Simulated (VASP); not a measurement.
Te2Mo:

```
Te Mo
1.0
     3.51820    0.00000    0.00000
    -1.75910    3.04685    0.00000
     0.00000    0.00000   13.97360
Te Mo
4 2
Direct
  0.33333 0.66667 0.62100
  0.66667 0.33333 0.12100
  0.33333 0.66667 0.87900
  0.66667 0.33333 0.37900
  0.33333 0.66667 0.25000
  0.66667 0.33333 0.75000
```

```yaml
Program: VASP 6.6.1
Task: relaxation of cell and atoms
Functional: PBE
Dispersion: D3(BJ)
Potentials_or_basis: VASP PAW PBE potentials, release 64 (Te, Mo_sv)
Cutoff: 600 eV
k_mesh: 12 × 12 × 2
Occupations: fermi-dirac, width 0.02 eV
Spin: no spin polarisation
```

At the start: pressure -0.6 GPa; volume 24.96 Å³/atom.

Problem. How do energy, volume and symmetry change on relaxing?

Solution. Over 11 steps the energy falls by 4.2 meV/atom and the volume is 24.15 Å³/atom (-3.3 %); space group P6_3/mmc (No. 194, to 0.1 Å) before and after.

Step by step:
```tsv
step	energy change (eV)	largest force (eV/Å)	pressure (GPa)	volume (Å³)
1	0.0000	0.1801	-0.57	149.79
2	-0.0099	0.1788	0.16	147.87
3	-0.0106	0.1790	0.42	147.16
4	-0.0138	0.0430	-0.52	147.26
5	-0.0143	0.0154	-0.27	147.23
6	-0.0200	0.0140	-0.20	146.50
7	-0.0253	0.0093	-0.02	145.12
8	-0.0254	0.0074	0.03	144.85
9	-0.0254	0.0078	0.02	144.90
10	-0.0254	0.0116	-0.08	144.94
11	-0.0254	0.0020	0.00	144.91
```

Final structure:
```
Te Mo
1.0
     3.49557    0.00000    0.00000
    -1.74778    3.02725    0.00000
     0.00000    0.00000   13.69389
Te Mo
4 2
Direct
  0.33333 0.66667 0.61723
  0.66667 0.33333 0.11723
  0.33333 0.66667 0.88277
  0.66667 0.33333 0.38277
  0.33333 0.66667 0.25000
  0.66667 0.33333 0.75000
```
